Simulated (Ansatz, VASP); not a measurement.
# SnO2: VASP beside Ansatz

```
CELL_PARAMETERS angstrom
0.00000 -4.82770 0.00000
0.00000 0.00000 -3.23799
9.65541 -3.86216 2.59039
ATOMIC_POSITIONS crystal
Sn 0.43868 0.56132 0.70165
Sn 0.83868 0.16132 0.20165
Sn 0.73868 0.26132 0.95165
Sn 0.13868 0.86132 0.45165
O 0.00943 0.68396 0.85495
O 0.40943 0.28396 0.35495
O 0.55472 0.13868 0.79835
O 0.95472 0.73868 0.29835
O 0.26793 0.03868 0.04835
O 0.86793 0.43868 0.54835
O 0.72264 0.58396 0.10495
O 0.32264 0.98396 0.60495
```

Alike in both runs: task single point; functional PBE; k mesh 6 × 8 × 3; occupations gaussian, width 0.05 eV; no spin polarisation.

|  | VASP | Ansatz |
| --- | --- | --- |
| version | VASP 6.6.1 | Ansatz 0.2.0 |
| potentials or method | VASP PAW PBE potentials, release 64 (Sn_d, O), cutoff 520 eV | scalar-relativistic, plane waves, PAW |
| valence electrons in the cell | 104 | 104 |

VASP gave:

| Item | Value |
| --- | --- |
| gap on the k mesh at the Fermi level (eV) | 0.03 |
| least direct gap on the mesh (eV) | 0.09 |
| pressure (GPa) | 7.8 |
| traceless stress, the component that is largest in VASP (GPa) | -12.61 |
| rms of the force components (eV/Å) | 2.766 |

Task: Which values does Ansatz return?

Result: gap on the k mesh at the Fermi level (eV): 0.03; least direct gap on the mesh (eV): 0.09; pressure (GPa): 7.5; traceless stress, the component that is largest in VASP (GPa): -12.88; rms of the force components (eV/Å): 2.874.

Atom by atom the forces differ by 0.115 eV/Å (rms over components). The functional is the same, so the differences come from potentials, cutoffs and numerics.
